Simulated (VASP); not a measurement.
MoS2, 3 atoms in the cell. The cell holds a slab with vacuum, 3 atoms: a = 3.141 Å, b = 3.141 Å, c = 17.100 Å, α = 90.00°, β = 90.00°, γ = 120.00°.  This cell differs from its parent crystal: volume scaled by 0.96.

```yaml
Program: VASP 6.6.1
Task: single point
Functional: PBE
Potentials_or_basis: VASP PAW PBE potentials, release 64 (Mo_sv, S)
Cutoff: 520 eV
k_mesh: 10 × 10 × 2
Occupations: fermi-dirac, width 0.05 eV
Spin: no spin polarisation
Dipole_correction: no
Further_INCAR_settings: ALGO = Normal; EDIFF = 1e-06; NBANDS = 20
```

Potentials or basis: VASP PAW PBE potentials, release 64 (Mo_sv, S).

Launch:

```console
$ cat potpaw_PBE.64/Mo_sv/POTCAR potpaw_PBE.64/S/POTCAR > POTCAR
$ mpirun -np 1 vasp_std > vasp.out
```

Hardware: 1 thread of Intel(R) Xeon(R) 6975P-C (Granite Rapids) (shared host).

Problem. Estimate the wall time of this run.

Solution. Run time: 63 s on 1 thread of Intel(R) Xeon(R) 6975P-C (Granite Rapids) (shared host), peak memory 0.28 GiB. Counts: scf iterations 22, k points 28.
